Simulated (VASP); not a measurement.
# KTaO3 (Pm-3m) in VASP: further runs, part 2 of 2

VASP 6.6.1. Earlier steps stand in the parts before.

## Step 5: Density of states, PBEsol+U

Contents of POSCAR:

```
KTaO3
1.0
    3.9883000000      0.0000000000      0.0000000000
    0.0000000000      3.9883000000      0.0000000000
    0.0000000000      0.0000000000      3.9883000000
Ta K O
1 1 3
Direct
    0.0000000000      0.0000000000      0.0000000000
    0.5000000000      0.5000000000      0.5000000000
    0.0000000000      0.0000000000      0.5000000000
    0.0000000000      0.5000000000      0.0000000000
    0.5000000000      0.0000000000      0.0000000000
```

Contents of INCAR.step1:

```
SYSTEM = KTaO3
PREC = Accurate
ENCUT = 520
EDIFF = 1E-6
ISMEAR = -1
SIGMA = 0.05
LREAL = .FALSE.
LASPH = .TRUE.
NELM = 200
ALGO = Normal
ISIF = 2
LWAVE = .FALSE.
LCHARG = .TRUE.
LMAXMIX = 4
LDAU = .TRUE.
LDAUTYPE = 2
LDAUL = 2 -1 -1
LDAUU = 4 0 0
LDAUJ = 0 0 0
LDAUPRINT = 1
GGA = PS
NBANDS = 28
GGA_COMPAT = .FALSE.
NEDOS = 2001
LORBIT = 11
```

Contents of KPOINTS.step1:

```
regular mesh
0
G
  7 7 7
  0 0 0
```

Contents of INCAR.step2:

```
SYSTEM = KTaO3
PREC = Accurate
ENCUT = 520
EDIFF = 1E-6
ISMEAR = -5
SIGMA = 0.05
LREAL = .FALSE.
LASPH = .TRUE.
NELM = 200
ALGO = Normal
ISIF = 2
LWAVE = .FALSE.
LCHARG = .FALSE.
LMAXMIX = 4
LDAU = .TRUE.
LDAUTYPE = 2
LDAUL = 2 -1 -1
LDAUU = 4 0 0
LDAUJ = 0 0 0
LDAUPRINT = 1
GGA = PS
LORBIT = 11
NEDOS = 2001
ICHARG = 11
GGA_COMPAT = .FALSE.
```

Contents of KPOINTS.step2:

```
regular mesh
0
G
  11 11 11
  0 0 0
```

Potentials or basis: VASP PAW PBE potentials, release 64 (Ta_sv_GW, K_sv, O).

Command:

```
$ cat potpaw_PBE.64/Ta_sv_GW/POTCAR potpaw_PBE.64/K_sv/POTCAR potpaw_PBE.64/O/POTCAR > POTCAR
$ cp INCAR.step1 INCAR
$ cp KPOINTS.step1 KPOINTS
$ mpirun -np 1 vasp_std > vasp.out
$ cp INCAR.step2 INCAR
$ cp KPOINTS.step2 KPOINTS
$ mpirun -np 1 vasp_std > vasp.out
```

OUTCAR:

```text
SYSTEM = KTaO3
   PREC = Accurate
   ENCUT = 520
   EDIFF = 1E-6
   ISMEAR = -5
   LREAL = .FALSE.
   LASPH = .TRUE.
   NELM = 200
   ISIF = 2
   GGA = PS
   LORBIT = 11
   ICHARG = 11

 ion  position               nearest neighbor table
   1  0.000  0.000  0.000-   3 1.99   4 1.99   5 1.99   3 1.99   4 1.99   5 1.99   2 3.45   2 3.45
                             2 3.45   2 3.45   2 3.45   2 3.45   2 3.45   2 3.45
   2  0.500  0.500  0.500-   3 2.82   4 2.82   5 2.82   4 2.82   5 2.82   3 2.82   5 2.82   5 2.82
                             3 2.82   4 2.82   4 2.82   3 2.82   1 3.45   1 3.45   1 3.45   1 3.45
   3  0.000  0.000  0.500-   1 1.99   1 1.99   2 2.82   2 2.82   2 2.82   2 2.82
   4  0.000  0.500  0.000-   1 1.99   1 1.99   2 2.82   2 2.82   2 2.82   2 2.82
   5  0.500  0.000  0.000-   1 1.99   1 1.99   2 2.82   2 2.82   2 2.82   2 2.82

  LATTYP: Found a simple cubic cell.
 ALAT       =     3.9883000000

  Lattice vectors:

 A1 = (   3.9883000000,   0.0000000000,   0.0000000000)
 A2 = (   0.0000000000,   3.9883000000,   0.0000000000)
 A3 = (   0.0000000000,   0.0000000000,   3.9883000000)

Analysis of symmetry for initial positions (statically):
=====================================================================
 Subroutine PRICEL returns:
 Original cell was already a primitive cell.

 Routine SETGRP: Setting up the symmetry group for a
 simple cubic supercell.

 Subroutine GETGRP returns: Found 48 space group operations
 (whereof 48 operations were pure point group operations)
 out of a pool of 48 trial point group operations.

The static configuration has the point symmetry O_h .

Analysis of symmetry for dynamics (positions and initial velocities):
=====================================================================
 Subroutine PRICEL returns:
 Original cell was already a primitive cell.

 Routine SETGRP: Setting up the symmetry group for a
 simple cubic supercell.

 Subroutine GETGRP returns: Found 48 space group operations
 (whereof 48 operations were pure point group operations)
 out of a pool of 48 trial point group operations.

The dynamic configuration has the point symmetry O_h .

 Subroutine INISYM returns: Found 48 space group operations
 (whereof 48 operations are pure point group operations),
 and found     1 'primitive' translations

----------------------------------------------------------------------------------------

                                     Primitive cell

  volume of cell :      63.4400

  direct lattice vectors                    reciprocal lattice vectors
     3.988300000  0.000000000  0.000000000     0.250733395  0.000000000  0.000000000
     0.000000000  3.988300000  0.000000000     0.000000000  0.250733395  0.000000000
     0.000000000  0.000000000  3.988300000     0.000000000  0.000000000  0.250733395

  length of vectors
     3.988300000  3.988300000  3.988300000     0.250733395  0.250733395  0.250733395

  position of ions in fractional coordinates (direct lattice)
[... 119 lines left out ...]
   IVDW    =     0    specifies the selected vdW correction
   LEPSILON=     F    determine dielectric tensor
   LRPA    =     F    only Hartree local field effects (RPA)
 non-spin polarized calculation
 Fermi weights with tetrahedron method with Bloechl corrections
  energy-cutoff  :      520.00
  volume of cell :       63.44
 maximum number of plane-waves:      1743
 NGX is ok and might be reduce to    30

atom =   1  type =  1  l = 2

 onsite density matrix

spin component  1

  0.1330 -0.0000  0.0000 -0.0000  0.0000
 -0.0000  0.1330  0.0000 -0.0000 -0.0000
  0.0000  0.0000  0.2669  0.0000  0.0000
 -0.0000 -0.0000  0.0000  0.1330 -0.0000
  0.0000 -0.0000  0.0000 -0.0000  0.2669

spin component  2

  0.1330 -0.0000  0.0000 -0.0000  0.0000
 -0.0000  0.1330  0.0000 -0.0000 -0.0000
  0.0000  0.0000  0.2669  0.0000  0.0000
 -0.0000 -0.0000  0.0000  0.1330 -0.0000
  0.0000 -0.0000  0.0000 -0.0000  0.2669

 occupancies and eigenvectors

  o =  0.1330  v =  1.0000  0.0000  0.0000  0.0000  0.0000  0.0000  0.0000  0.0000  0.0000  0.0000      0.0000  0.0000  0.0000  0.0000  0.0000  0.0000  0.0000  0.0000  0.0000  0.0000
  o =  0.1330  v =  0.0000  0.0000  0.0000  0.0000  0.0000  1.0000  0.0000  0.0000  0.0000  0.0000      0.0000  0.0000  0.0000  0.0000  0.0000  0.0000  0.0000  0.0000  0.0000  0.0000
  o =  0.1330  v =  0.0000  0.7996  0.0000 -0.6006 -0.0000  0.0000  0.0000  0.0000  0.0000  0.0000      0.0000  0.0000  0.0000  0.0000  0.0000  0.0000  0.0000  0.0000  0.0000  0.0000
  o =  0.1330  v =  0.0000  0.0000  0.0000  0.0000  0.0000  0.0000  0.7996  0.0000 -0.6006 -0.0000      0.0000  0.0000  0.0000  0.0000  0.0000  0.0000  0.0000  0.0000  0.0000  0.0000
  o =  0.1330  v =  0.0000  0.0000  0.0000  0.0000  0.0000  0.0000 -0.6006 -0.0000 -0.7996  0.0000      0.0000  0.0000  0.0000  0.0000  0.0000  0.0000  0.0000  0.0000  0.0000  0.0000
  o =  0.1330  v =  0.0000 -0.6006 -0.0000 -0.7996  0.0000  0.0000  0.0000  0.0000  0.0000  0.0000      0.0000  0.0000  0.0000  0.0000  0.0000  0.0000  0.0000  0.0000  0.0000  0.0000
  o =  0.2669  v =  0.0000  0.0000  0.0000  0.0000  0.0000  0.0000  0.0000 -1.0000  0.0000  0.0000      0.0000  0.0000  0.0000  0.0000  0.0000  0.0000  0.0000  0.0000  0.0000  0.0000
  o =  0.2669  v =  0.0000  0.0000 -1.0000  0.0000  0.0000  0.0000  0.0000  0.0000  0.0000  0.0000      0.0000  0.0000  0.0000  0.0000  0.0000  0.0000  0.0000  0.0000  0.0000  0.0000
  o =  0.2669  v =  0.0000  0.0000  0.0000  0.0000  0.0000  0.0000  0.0000  0.0000 -0.0000  1.0000      0.0000  0.0000  0.0000  0.0000  0.0000  0.0000  0.0000  0.0000  0.0000  0.0000
  o =  0.2669  v =  0.0000  0.0000  0.0000 -0.0000  1.0000  0.0000  0.0000  0.0000  0.0000  0.0000      0.0000  0.0000  0.0000  0.0000  0.0000  0.0000  0.0000  0.0000  0.0000  0.0000

 number of electron      39.9999982 magnetization

 Free energy of the ion-electron system (eV)
  ---------------------------------------------------
  ext. energy  EPLUGINS =         0.00000000
  ---------------------------------------------------
  free energy    TOTEN  =       -42.43328188 eV

  energy without entropy =      -42.43328188  energy(sigma->0) =      -42.43328188

 E-fermi :   3.2177     XC(G=0): -11.2690

 val. band max:        3.2028497142   @ k =   0.4545   0.4545   0.4545
 cond. band min:       5.8904286141   @ k =   0.0000   0.0000   0.0000
 fundamental gap:      2.6875788999
 Fermi energy:         3.2176939172

 k-point     1 :       0.0000    0.0000    0.0000
  band No.  band energies     occupation
      1     -65.1042      2.00000
      2     -31.5265      2.00000
      3     -31.5265      2.00000
      4     -31.5265      2.00000
      5     -23.9079      2.00000
      6     -14.3124      2.00000
[... 637 lines left out ...]
     23       7.6336      0.00000
     24      10.7569      0.00000

 [... further k-points ...]

------------------------ aborting loop because EDIFF is reached ----------------------------------------

  FORCE on cell =-STRESS in cart. coord.  units (eV):
  Direction    XX          YY          ZZ          XY          YZ          ZX
  --------------------------------------------------------------------------------------
  -------------------------------------------------------------------------------------
  Total        1.5360575      1.5360575      1.5360575     -0.0000000     -0.0000000      0.0000000
  in kB       38.7931090     38.7931090     38.7931090     -0.0000000     -0.0000000      0.0000000
  external PRESSURE =      38.7931090 kB  Pullay stress =       0.0000000 kB

 VOLUME and BASIS-vectors are now :
 -----------------------------------------------------------------------------
  energy-cutoff  :      520.00
  volume of cell :       63.44
      direct lattice vectors                 reciprocal lattice vectors
     3.988300000  0.000000000  0.000000000     0.250733395  0.000000000  0.000000000
     0.000000000  3.988300000  0.000000000     0.000000000  0.250733395  0.000000000
     0.000000000  0.000000000  3.988300000     0.000000000  0.000000000  0.250733395

 POSITION                                       TOTAL-FORCE (eV/Angst)
 -----------------------------------------------------------------------------------
      0.00000      0.00000      0.00000         0.000000      0.000000      0.000000
      1.99415      1.99415      1.99415         0.000000      0.000000      0.000000
      0.00000      0.00000      1.99415         0.000000      0.000000      0.000000
      0.00000      1.99415      0.00000         0.000000      0.000000      0.000000
      1.99415      0.00000      0.00000         0.000000      0.000000      0.000000
 -----------------------------------------------------------------------------------
    total drift:                                0.000000     -0.000000      0.000000

  FREE ENERGIE OF THE ION-ELECTRON SYSTEM (eV)
  ---------------------------------------------------
  free  energy   TOTEN  =       -42.4332818834 eV

  energy  without entropy=      -42.4332818834  energy(sigma->0) =      -42.43328188

 total charge

# of ion       s       p       d       f       tot
--------------------------------------------------
    1        3.439   6.121   1.823   0.251  11.633
    2        1.961   5.587   0.050   0.000   7.598
    3        1.556   3.524   0.000   0.000   5.080
    4        1.556   3.524   0.000   0.000   5.080
    5        1.556   3.524   0.000   0.000   5.080
--------------------------------------------------
tot         10.068  22.280   1.873   0.251  34.472
```

Wall time 68 s (1 thread of Intel Xeon Platinum 8375C at 2.90GHz (Ice Lake), shared host); peak memory 0.23 GiB.

What came out:

* Valence electrons inside the program's atomic spheres: Ta 11.63; K 7.60; O 5.08

Eigenvalues of the final occupation matrices:
```csv
site,spin,trace,eigenvalues
site 1 d,1,0.93,0.13 0.13 0.13 0.27 0.27
site 1 d,2,0.93,0.13 0.13 0.13 0.27 0.27
```

Caveat: the PAW data sets were made with another functional, which shifts forces and pressure a little; spin-orbit coupling is left out, which moves the levels of the heavy elements.
